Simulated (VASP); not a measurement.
Wanted: the native input for a VASP 6.6.1 run.

```yaml
Task: single point
Functional: PBE
Potentials_or_basis: VASP PAW PBE potentials, release 64 (Pb_d, O)
Cutoff: 520 eV
k_mesh: 9 × 9 × 9
Occupations: fermi-dirac, width 0.05 eV
Spin: no spin polarisation
Dipole_correction: no
Further_INCAR_settings: ALGO = Normal; EDIFF = 1e-06; NBANDS = 20
```

The structure of PbO2 lies in POSCAR:

```
PbO2
1.0
    0.0000000000      2.7019920000      2.7019920000
    2.7019920000      0.0000000000      2.7019920000
    2.7019920000      2.7019920000      0.0000000000
Pb O
1 2
Direct
    0.0000000000      0.0000000000      0.0000000000
    0.7500000000      0.7500000000      0.7500000000
    0.2500000000      0.2500000000      0.2500000000
```

The input as run:

INCAR

```
PREC = Accurate
ENCUT = 520
EDIFF = 1E-6
ISMEAR = -1
SIGMA = 0.05
LREAL = False
LASPH = True
NELM = 60
ALGO = Normal
ISIF = 2
LWAVE = False
LCHARG = False
GGA = PE
NBANDS = 20
```

KPOINTS

```
regular mesh
0
Gamma
  9 9 9
```

Potentials or basis: VASP PAW PBE potentials, release 64 (Pb_d, O).

Launch:

```sh
$ cat potpaw_PBE.64/Pb_d/POTCAR potpaw_PBE.64/O/POTCAR > POTCAR
$ mpirun -np 1 vasp_std > vasp.out
```

It gave:

The pressure is 0.6 GPa and the band gap on the k mesh is zero (band 13 reaches 5.58 eV, above the bottom of band 14 at 4.43 eV).

Caveat: spin-orbit coupling is left out, which moves the levels of the heavy elements.

Wall time 20 s on 1 thread of AMD EPYC 7R43 64-Core Processor (Zen 3) (shared host), peak memory 0.13 GiB.
